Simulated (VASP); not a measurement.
Write the native input for VASP 6.6.1 that does the following.

```
Task                   : single point
Functional             : r2SCAN
Potentials or basis    : VASP PAW PBE potentials, release 64 (Ga_d, Ni)
Cutoff                 : 520 eV
k mesh                 : 14 × 14 × 14
Occupations            : gaussian, width 0.1 eV
Spin                   : no spin polarisation
Dipole correction      : no
Further INCAR settings : ALGO = Normal; EDIFF = 1e-06; NBANDS = 18
```

Crystal: GaNi.

```
CELL_PARAMETERS angstrom
2.93431 0.00000 0.00000
0.00000 2.93431 0.00000
0.00000 0.00000 2.93431
ATOMIC_POSITIONS crystal
Ga 0.00000 0.00000 0.00000
Ni 0.50000 0.50000 0.50000
```

This cell differs from its parent crystal: volume scaled by 1.06.

One way to write it, as run:

POSCAR

```
GaNi
1.0
    2.9343104299      0.0000000000      0.0000000000
    0.0000000000      2.9343104299      0.0000000000
    0.0000000000      0.0000000000      2.9343104299
Ga Ni
1 1
Direct
    0.0000000000      0.0000000000      0.0000000000
    0.5000000000      0.5000000000      0.5000000000
```

INCAR.step1

```
SYSTEM = GaNi
PREC = Accurate ; ENCUT = 520
ISMEAR = 0 ; SIGMA = 0.1
LREAL = .False. ; LASPH = .True.
NELM = 60 ; NBANDS = 18
GGA = PE ; ALGO = Normal
EDIFF = 1E-4 ; LWAVE = .True.
LCHARG = .False.
```

INCAR.step2

```
SYSTEM = GaNi
PREC = Accurate ; ENCUT = 520
EDIFF = 1E-6 ; ISMEAR = 0
SIGMA = 0.1 ; LREAL = .False.
LASPH = .True. ; NELM = 60
ALGO = Normal ; ISIF = 2
LWAVE = .False. ; LCHARG = .False.
METAGGA = R2SCAN ; LMIXTAU = .True.
NBANDS = 18 ; ISTART = 1
```

KPOINTS

```
Automatic mesh
0
Gamma
  14 14 14
  0 0 0
```

Potentials or basis: VASP PAW PBE potentials, release 64 (Ga_d, Ni).

Launch:

```bash
$ cat potpaw_PBE.64/Ga_d/POTCAR potpaw_PBE.64/Ni/POTCAR > POTCAR
$ cp INCAR.step1 INCAR
$ mpirun -np 1 vasp_std > vasp.out
$ cp INCAR.step2 INCAR
$ mpirun -np 1 vasp_std > vasp.out
```

Results of the run:

| Property | Result |
| --- | --- |
| Pressure | -8.7 GPa |

Caveat: the PAW data sets were made with another functional, which shifts forces and pressure a little.

Wall time 98 s on 1 thread of Intel(R) Xeon(R) Platinum 8259CL CPU @ 2.50GHz (Skylake/Cascade Lake), on a shared host, peak memory 0.19 GiB.
